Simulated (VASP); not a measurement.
Here is a VASP 6.6.1 calculation.

INCAR

```
SYSTEM = K
PREC     = Accurate       ! precision mode
ENCUT    = 520            ! plane-wave cutoff, eV
EDIFF    = 1E-7           ! SCF threshold, eV
ISMEAR   = -1             ! smearing method
SIGMA    = 0.1            ! smearing width, eV
LREAL    = .FALSE.        ! projectors in reciprocal space
LASPH    = .TRUE.         ! aspherical terms in the spheres
NELM     = 80             ! most SCF steps
ALGO     = Normal         ! electronic algorithm
ISIF     = 2              ! what is computed and relaxed
LWAVE    = .FALSE.        ! write WAVECAR
LCHARG   = .FALSE.        ! write CHGCAR
GGA      = PE             ! functional
NBANDS   = 20             ! bands
```

File KPOINTS:

```
Automatic mesh
0
G
  7 7 9
  0 0 0
```

The input POSCAR:

```
K
1.0
    7.5539888196      0.0000000000      0.0000000000
   -3.7769944098      6.5419462176      0.0000000000
    0.0000000000      0.0000000000      4.5053312057
K
3
Direct
    1.0000000000      1.0000000000      0.0000000000
    0.3333333333      0.6666666667      0.5000000000
    0.6666666667      0.3333333333      0.5000000000
```

Potentials or basis: VASP PAW PBE potentials, release 64 (K_sv).

Command:

```sh
$ cat potpaw_PBE.64/K_sv/POTCAR > POTCAR
$ mpirun -np 1 vasp_std > vasp.out
```

Q: What does it give for the band gap on the k mesh?

A: Zero (an odd number of electrons rules out a gap without spin polarisation).

Q: Predict the pressure.

A: 0.0 GPa.
